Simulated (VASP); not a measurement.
Runs of VASP 6.6.1 on Rh. The structure is that of space group Im-3m (No. 229), or close to it. The cells are those of the table. This isn't the form of Rh at room conditions, which is fcc.

```tsv
cell	gap on the mesh (eV)	pressure (GPa)
a = 2.623 Å, angles 109.5°, 1 atom	none	10.6
a = 2.605 Å, angles 109.5°, 1 atom	none	16.9
a = 2.642 Å, angles 109.5°, 1 atom	none	5.0
a = 2.659 Å, angles 109.5°, 1 atom	none	(a)
```

Alike in all rows: task single point; level PBE; potentials or basis VASP PAW PBE potentials, release 64 (Rh_pv); no spin polarisation; k mesh 50 × 50 × 50; cutoff (eV) 520; smearing fermi-dirac 0.0612256 eV.

Question: Fill in the values left out.

Answer: (a) 0.0.

Caveats: the cell stands under pressure (at least some runs).

A k mesh can miss the band edges, and the runs leave out spin-orbit coupling on Rh.

A gap of «none» marks levels without a gap at the run's occupations.
